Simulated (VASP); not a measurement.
# Co2W (P-62m) in VASP: a series of runs

Runs on Co2W. Level: PBE. Tasks: single point.

All numbers are computed with VASP 6.6.1; they aren't measurements. Logs are shortened: lines on timing, memory, paths and dates and some standing lists are left out, and cuts for length are marked.

## (1) The cell of the first run

The structure is hexagonal, space group P-62m (No. 189). The conventional cell has a = 4.559 Å, b = 4.559 Å, c = 4.128 Å, α = 90.00°, β = 90.00°, γ = 120.00°. Within 3.4 Å of Co (site symmetry -62m) lie 6 Co at 2.56 Å and 6 W at 2.63 Å. Co (site symmetry m2m) has 8 Co at 2.56 to 2.64 Å and 4 W at 2.57 Å within 3.4 Å. Within 3.4 Å of W (site symmetry -6) lie 9 Co at 2.57 to 2.63 Å and 3 W at 2.63 Å.

## (2) Single point, PBE, collinear spin, ferromagnetic start

The input, INCAR:

```
SYSTEM = Co2W
PREC = Accurate
ENCUT = 690
EDIFF = 1E-6
ISMEAR = 0
SIGMA = 0.1
LREAL = .False.
LASPH = .True.
NELM = 200
ALGO = Normal
ISIF = 2
LWAVE = .False.
LCHARG = .False.
ISPIN = 2
MAGMOM = 3 3 3 3 0 0
LORBIT = 11
LMAXMIX = 4
GGA = PE
NBANDS = 61
GGA_COMPAT = .False.
```

The input, KPOINTS:

```
Automatic mesh
0
Gamma
  6 6 4
  0 0 0
```

The input, POSCAR:

```
Co2W
1.0
    4.5588669790      0.0000000000      0.0000000000
   -2.2794334895      3.9480946163      0.0000000000
    0.0000000000      0.0000000000      4.1277428645
Co W
4 2
Direct
    0.0000000000      0.0000000000      0.0000000000
    0.0000000000      0.3304720416      0.5000000000
    0.6695279584      0.6695279584      0.5000000000
    0.3304720416      0.0000000000      0.5000000000
    0.6666666667      0.3333333333      0.0000000000
    0.3333333333      0.6666666667      0.0000000000
```

Potentials or basis: VASP PAW PBE potentials, release 64 (Co_sv, W_sv).

Run with:

```console
> cat potpaw_PBE.64/Co_sv/POTCAR potpaw_PBE.64/W_sv/POTCAR > POTCAR
> mpirun -np 1 vasp_std > vasp.out
```

OUTCAR:

```text
SYSTEM = Co2W
   PREC = Accurate
   ENCUT = 690
   EDIFF = 1E-6
   ISMEAR = 0
   LREAL = .False.
   LASPH = .True.
   NELM = 200
   ISIF = 2
   ISPIN = 2
   LORBIT = 11
   GGA = PE

 ion  position               nearest neighbor table
   1  0.000  0.000  0.000-   5 2.63   6 2.63   5 2.63   6 2.63   5 2.63   6 2.63
   2  0.000  0.330  0.500-   5 2.57   5 2.57   6 2.57   6 2.57
   3  0.670  0.670  0.500-   6 2.57   6 2.57   5 2.57   5 2.57
   4  0.330  0.000  0.500-   6 2.57   6 2.57   5 2.57   5 2.57
   5  0.667  0.333  0.000-   2 2.57   2 2.57   4 2.57   4 2.57   3 2.57   3 2.57   6 2.63   1 2.63
                             6 2.63   1 2.63   1 2.63   6 2.63
   6  0.333  0.667  0.000-   4 2.57   4 2.57   2 2.57   2 2.57   3 2.57   3 2.57   1 2.63   5 2.63
                             5 2.63   1 2.63   1 2.63   5 2.63

  LATTYP: Found a hexagonal cell.
 ALAT       =     4.5588669790
 C/A-ratio  =     0.9054317407

  Lattice vectors:

 A1 = (   4.5588669790,   0.0000000000,   0.0000000000)
 A2 = (  -2.2794334895,   3.9480946163,   0.0000000000)
 A3 = (   0.0000000000,   0.0000000000,   4.1277428645)

Analysis of symmetry for initial positions (statically):
=====================================================================
 Subroutine PRICEL returns:
 Original cell was already a primitive cell.

 Routine SETGRP: Setting up the symmetry group for a
 hexagonal supercell.

 Subroutine GETGRP returns: Found 12 space group operations
 (whereof 12 operations were pure point group operations)
 out of a pool of 24 trial point group operations.

The static configuration has the point symmetry D_3h.

Analysis of symmetry for dynamics (positions and initial velocities):
=====================================================================
 Subroutine PRICEL returns:
 Original cell was already a primitive cell.

 Routine SETGRP: Setting up the symmetry group for a
 hexagonal supercell.

 Subroutine GETGRP returns: Found 12 space group operations
 (whereof 12 operations were pure point group operations)
 out of a pool of 24 trial point group operations.

The dynamic configuration has the point symmetry D_3h.

Analysis of structural, dynamic, and magnetic symmetry:
=====================================================================
 Subroutine PRICEL returns:
 Original cell was already a primitive cell.

 Routine SETGRP: Setting up the symmetry group for a
 hexagonal supercell.

 Subroutine GETGRP returns: Found 12 space group operations
 (whereof 12 operations were pure point group operations)
 out of a pool of 24 trial point group operations.

The overall configuration has the point symmetry D_3h.

 Subroutine INISYM returns: Found 12 space group operations
 (whereof 12 operations are pure point group operations),
 and found     1 'primitive' translations

----------------------------------------------------------------------------------------

                                     Primitive cell

  volume of cell :      74.2946

  direct lattice vectors                    reciprocal lattice vectors
     4.558866979  0.000000000  0.000000000     0.219352748  0.126643368  0.000000000
    -2.279433490  3.948094616  0.000000000     0.000000000  0.253286736  0.000000000
     0.000000000  0.000000000  4.127742865     0.000000000  0.000000000  0.242263153

  length of vectors
     4.558866979  4.558866979  4.127742865     0.253286736  0.253286736  0.242263153

  position of ions in fractional coordinates (direct lattice)
     0.000000000  0.000000000  0.000000000
     1.000000000  0.330472042  0.500000000
     0.669527958  0.669527958  0.500000000
     0.330472042  0.000000000  0.500000000
     0.666666667  0.333333333  0.000000000
     0.333333333  0.666666667  0.000000000

  ion indices of the primitive-cell ions
   primitive index   ion index
                 1           1
                 2           2
                 3           3
                 4           4
                 5           5
                 6           6

----------------------------------------------------------------------------------------

 KPOINTS: Automatic mesh

[... 45 lines left out ...]
   k-points           NKPTS =     21   k-points in BZ     NKDIM =     21   number of bands    NBANDS=     61
   number of dos      NEDOS =    301   number of ions     NIONS =      6
   total plane-waves  NPLWV =  57600
   dimension x,y,z NGX =    40 NGY =   40 NGZ =   36
   dimension x,y,z NGXF=    80 NGYF=   80 NGZF=   72
   ions per type =               4   2
   NGX,Y,Z   is equivalent  to a cutoff of  14.59, 14.59, 14.50 a.u.
   NGXF,Y,Z  is equivalent  to a cutoff of  29.17, 29.17, 29.00 a.u.
 SYSTEM =  Co2W
   PREC   = accura    normal or accurate (medium, high low for compatibility)
   ISTART =      0    job   : 0-new  1-cont  2-samecut
   ICHARG =      2    charge: 1-file 2-atom 10-const
   ISPIN  =      2    spin polarized calculation?
   LNONCOLLINEAR =      F non collinear calculations
   LSORBIT =      F    spin-orbit coupling
   LASPH  =      T    aspherical Exc in radial PAW
   ENCUT  =  690.0 eV  50.71 Ry    7.12 a.u.   9.76  9.76  8.84*2*pi/ulx,y,z
   NELM   =    200;   NELMIN=  2; NELMDL= -5     # of ELM steps
   EDIFF  = 0.1E-05   stopping-criterion for ELM
   LREAL  =      F    real-space projection
   EDIFFG = 0.1E-04   stopping-criterion for IOM
   NSW    =      0    number of steps for IOM
   IBRION =     -1    ionic relax: 0-MD 1-quasi-New 2-CG
   NFREE  =      0    steps in history (QN), initial steepest desc. (CG)
   ISIF   =      2    stress and relaxation
   ISYM   =      2    0-nonsym 1-usesym 2-fastsym
   POTIM  = 0.5000    time-step for ionic-motion
   TEBEG  =    0.0;   TEEND  =   0.0 temperature during run
   PSTRESS=    0.0 pullay stress
   NELECT =      96.0000    total number of electrons
   NUPDOWN=      -1.0000    fix difference up-down
   EMIN   =  10.00;   EMAX   =-10.00  energy-range for DOS
   EFERMI =   0.00;   METHOD = LEGACY
   ISMEAR =     0;   SIGMA  =   0.10  broadening in eV -4-tet -1-fermi 0-gaus
   EFERMI_NEDOS =   21; number of points for ismear=-14 and -15
   IALGO  =     38    algorithm
   IMIX   =      4    mixing-type and parameters
     AMIX     =   0.40;   BMIX     =  1.00
     AMIX_MAG =   1.60;   BMIX_MAG =  1.00
  volume/ion in A,a.u.               =      12.38        83.56
  Fermi-wavevector in a.u.,A,eV,Ry     =   1.783116  3.369600 43.259749  3.179502
  Thomas-Fermi vector in A             =   2.847368
   LORBIT       =     11    0 simple, 1 ext, 2 COOP (PROOUT), +10 PAW based schemes
   GGA     = PE    functional components
   LHFCALC =     F    Hartree Fock is set to
   AEXX    =    0.0000 exact exchange contribution
   IVDW    =     0    specifies the selected vdW correction
   LEPSILON=     F    determine dielectric tensor
   LRPA    =     F    only Hartree local field effects (RPA)
 spin polarized calculation
 Gauss-broadening in eV      SIGMA  =   0.10
  energy-cutoff  :      690.00
  volume of cell :       74.29
 maximum number of plane-waves:      3080
 NGX is ok and might be reduce to    40
   NGX = 19   NGY = 19   NGZ = 17

 number of electron      96.0000000 magnetization      12.0000000

 number of electron      96.0000030 magnetization       0.4119112

 Free energy of the ion-electron system (eV)
  ---------------------------------------------------
  ext. energy  EPLUGINS =         0.00000000
  ---------------------------------------------------
  free energy    TOTEN  =       -53.51665152 eV

  energy without entropy =      -53.48607667  energy(sigma->0) =      -53.50136410

 E-fermi :  11.7573     XC(G=0): -13.8394

 val. band max:       11.7514624332   @ k =   0.3333   0.1667   0.0000
 cond. band min:      11.7699276340   @ k =   0.3333   0.1667   0.2500
 fundamental gap:      0.0184652008
 Fermi energy:        11.7572650889

 spin component 1

 k-point     1 :       0.0000    0.0000    0.0000
  band No.  band energies     occupation
      1     -83.3384      1.00000
      2     -83.3184      1.00000
      3     -83.3184      1.00000
      4     -83.1317      1.00000
      5     -62.1427      1.00000
      6     -61.9978      1.00000
[... 1312 lines left out ...]
     59      14.3768      0.00000
     60      16.5523      0.00000
 Fermi energy:        11.7572650889

 spin component 2

 k-point     1 :       0.0000    0.0000    0.0000
  band No.  band energies     occupation
      1     -83.2422      1.00000
      2     -83.0873      1.00000
      3     -83.0685      1.00000
      4     -83.0685      1.00000
      5     -62.1573      1.00000
      6     -62.0122      1.00000
[... 1312 lines left out ...]
     59      14.4196      0.00000
     60      16.5390      0.00000
 [bands above 60 left out]

------------------------ aborting loop because EDIFF is reached ----------------------------------------

  FORCE on cell =-STRESS in cart. coord.  units (eV):
  Direction    XX          YY          ZZ          XY          YZ          ZX
  --------------------------------------------------------------------------------------
  -------------------------------------------------------------------------------------
  Total       -0.0185526     -0.0185526     -0.2150627     -0.0000000      0.0000000      0.0000000
  in kB       -0.4000911     -0.4000911     -4.6378704     -0.0000000      0.0000000      0.0000000
  external PRESSURE =      -1.8126842 kB  Pullay stress =       0.0000000 kB

 VOLUME and BASIS-vectors are now :
 -----------------------------------------------------------------------------
  energy-cutoff  :      690.00
  volume of cell :       74.29
      direct lattice vectors                 reciprocal lattice vectors
     4.558866979  0.000000000  0.000000000     0.219352748  0.126643368  0.000000000
    -2.279433490  3.948094616  0.000000000     0.000000000  0.253286736  0.000000000
     0.000000000  0.000000000  4.127742865     0.000000000  0.000000000  0.242263153

 POSITION                                       TOTAL-FORCE (eV/Angst)
 -----------------------------------------------------------------------------------
      0.00000      0.00000      0.00000        -0.000000     -0.000000      0.000000
     -0.75329      1.30473      2.06387         0.028735     -0.049770      0.000000
      1.52614      2.64336      2.06387         0.028735      0.049770     -0.000000
      1.50658      0.00000      2.06387        -0.057470     -0.000000     -0.000000
      2.27943      1.31603      0.00000        -0.000000     -0.000000      0.000000
     -0.00000      2.63206      0.00000        -0.000000     -0.000000      0.000000
 -----------------------------------------------------------------------------------
    total drift:                               -0.000002     -0.000003     -0.000000

  FREE ENERGIE OF THE ION-ELECTRON SYSTEM (eV)
  ---------------------------------------------------
  free  energy   TOTEN  =       -53.5166515242 eV

  energy  without entropy=      -53.4860766663  energy(sigma->0) =      -53.50136410

 total charge

# of ion       s       p       d       tot
------------------------------------------
    1        2.249   6.129   6.731  15.108
    2        2.240   6.118   6.727  15.086
    3        2.240   6.118   6.727  15.086
    4        2.240   6.118   6.727  15.086
    5        2.444   6.326   3.404  12.175
    6        2.444   6.326   3.404  12.175
--------------------------------------------------
tot         13.857  37.136  33.722  84.715

 magnetization (x)

# of ion       s       p       d       tot
------------------------------------------
    1       -0.001  -0.002  -0.091  -0.093
    2       -0.000  -0.001   0.206   0.205
    3       -0.000  -0.001   0.206   0.205
    4       -0.000  -0.001   0.206   0.205
    5       -0.001  -0.005  -0.029  -0.035
    6       -0.001  -0.005  -0.029  -0.035
--------------------------------------------------
tot         -0.003  -0.013   0.469   0.453
```

Run time: 7.4 min. Hardware: 1 thread of Intel Xeon Platinum 8259CL at 2.50GHz (Skylake/Cascade Lake), shared host; peak memory 0.4 GiB.

What came out:

| Property | Result |
| --- | --- |
| Free energy | -53.5167 eV |
| Pressure | -0.2 GPa |
| Largest force | 0.057 eV/Å |
| Net moment | 0.41 μB per cell |
| Site moments | Co -0.09, +0.20 (each value once); W -0.04 μB |
| Valence electrons inside the program's atomic spheres | Co 15.11, 15.09 (each value once); W 12.18 |

Forces on the atoms (eV/Å):
```
Co   0.000  0.000  0.000
Co   0.029 -0.050  0.000
Co   0.029  0.050  0.000
Co  -0.057  0.000  0.000
W    0.000  0.000  0.000
W    0.000  0.000  0.000
```

Caveat: the k points lie up to 0.38 Å⁻¹ apart; spin-orbit coupling is left out, which moves the levels of the heavy elements.

(Part 1 of 2 ends here.)
